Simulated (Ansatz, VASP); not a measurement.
**ZrB: VASP beside Ansatz**

File INCAR:

```
SYSTEM = ZrB
ALGO = Normal ; EDIFF = 1E-6
ENCUT = 520 ; GGA = PS
ISIF = 2 ; ISMEAR = 0
LASPH = .True. ; LCHARG = .False.
LREAL = .False. ; LWAVE = .False.
NBANDS = 14 ; NELM = 80
PREC = Accurate ; SIGMA = 0.15
```

Contents of KPOINTS:

```
k-points
0
Gamma
  18 18 18
  0 0 0
```

POSCAR

```
ZrB
1.0
    0.0000000000      2.2087500000      2.2087500000
    2.3250000000     -0.1162500000      2.3250000000
    2.3250000000      2.3250000000     -0.1162500000
Zr B
1 1
Direct
    0.0000000000      0.0000000000      0.0000000000
    0.5000000000      0.5000000000      0.5000000000
```

Input for Ansatz:

```yaml
crystal:
  lattice:
    - [0.0, 2.20875, 2.20875]
    - [2.325, -0.11625, 2.325]
    - [2.325, 2.325, -0.11625]
  atoms:
    - { symbol: Zr, position: [0.0, 0.0, 0.0] }
    - { symbol: B, position: [0.5, 0.5, 0.5] }
basis:
  ecutwfc: 420
kpoints:
  mp_grid: { grid: [18, 18, 18] }
hamiltonian:
  xc: pbesol
scf:
  occupations: { method: gaussian, width: 0.15 }
output:
  forces: true
  stress: true
  eigenvalues: true
```

Change from the starting cell: strain -0.1000 x Voigt [0, 0, 0, 1, 0, 0], atoms carried along.

Alike in both runs: task single point; functional PBEsol; k mesh 18 × 18 × 18; occupations gaussian, width 0.15 eV; no spin polarisation.

```csv
,VASP,Ansatz
version,VASP 6.6.1,Ansatz 0.2.0
potentials or method,"VASP PAW PBE potentials, release 64 (Zr_sv, B), cutoff 520 eV","scalar-relativistic, plane waves, PAW"
valence electrons in the cell,15,15
```

VASP gave:

```
gap on the k mesh at the Fermi level (eV)                     : none
pressure (GPa)                                                : 30.2
traceless stress, the component that is largest in VASP (GPa) : 5.04
```

What did Ansatz give for the same quantities?

gap on the k mesh at the Fermi level (eV): none; pressure (GPa): 29.9; traceless stress, the component that is largest in VASP (GPa): 5.06.

VASP's potentials were made for PBE, not for PBEsol. A gap of «none» marks a metal or a gap that the smearing closes. Both programs put the cell under a high pressure, so it lies far from rest at this level. With one functional, cell and mesh, what is left measures potentials, basis and numerics.
